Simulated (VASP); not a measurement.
**WSe2: single point with PBE+D3(BJ)**

**Measured values to compare with.**

“Time-resolved XUV ARPES with tunable 24–33 eV laser pulses at 30 meV resolution”, 2019, pmc:6684652 reports, for a bulk crystal of WSe2: band gap 1.3 eV (indirect).

WSe2:

```xyz
6
Lattice="3.2790 0.0000 0.0000 -1.6395 2.8397 0.0000 0.0000 0.0000 12.7886" Properties=species:S:1:pos:R:3 pbc="T T T"
W     0.0000    1.8931    3.1972
W     1.6395    0.9466    9.5915
Se    0.0000    1.8931    7.9071
Se    1.6395    0.9466    1.5128
Se    0.0000    1.8931   11.2758
Se    1.6395    0.9466    4.8815
```

```json
{
  "Program": "VASP 6.6.1",
  "Task": "single point",
  "Functional": "PBE",
  "Dispersion": "D3(BJ)",
  "Potentials or basis": "VASP PAW PBE potentials, release 64 (W_sv, Se)",
  "Cutoff": "520 eV",
  "k mesh": "12 × 12 × 2",
  "Occupations": "gaussian, width 0.05 eV",
  "Spin": "no spin polarisation"
}
```

- Pressure: 0.3 GPa
- Largest force: 0.047 eV/Å
- Band gap on the k mesh: 0.89 eV (least direct gap 1.56 eV)
- Dispersion energy per atom: -0.475 eV

Forces in eV/Å, atoms in the order of the input:
```
W    0.000  0.000  0.000
W    0.000  0.000  0.000
Se   0.000  0.000 -0.047
Se   0.000  0.000 -0.047
Se   0.000  0.000  0.047
Se   0.000  0.000  0.047
```

Stress tensor (GPa, compression positive):
```
0.28 0.00 0.00
0.00 0.28 0.00
0.00 0.00 0.39
```

Levels at points of the mesh, in eV from the valence-band top:
| k point | band 24 | band 25 | band 26 | band 27 | band 28 | band 29 |
| --- | --- | --- | --- | --- | --- | --- |
| (0.00, 0.00, 0.00) | -1.20 | -0.96 | 0.00 | 2.63 | 2.63 | 2.68 |
| (0.50, 0.00, 0.00) | -1.38 | -1.31 | -1.06 | 2.15 | 2.20 | 2.27 |
| (0.00, 0.00, 0.50) | -1.50 | -0.20 | -0.20 | 2.63 | 2.63 | 2.63 |
| (0.50, 0.00, 0.50) | -1.37 | -1.22 | -1.22 | 2.17 | 2.17 | 2.52 |

Run time: 120 s on 1 thread of AMD EPYC 7R43 64-Core Processor (Zen 3) (shared host), peak memory 0.27 GiB.

Measured gap of WSe2: 1.3 eV (indirect; “Time-resolved XUV ARPES with tunable 24–33 eV laser pulses at 30 meV resolution”, 2019, pmc:6684652). This calculation gives 0.89 eV (-0.41 eV). Spin-orbit coupling on Se, W is left out. The value is that of PBE+D3(BJ) on a finite k mesh, which can miss the band edges, without temperature or zero-point motion. Semilocal functionals fall short of measured gaps as a rule.

Caveat: spin-orbit coupling is left out, which moves the levels of the heavy elements.
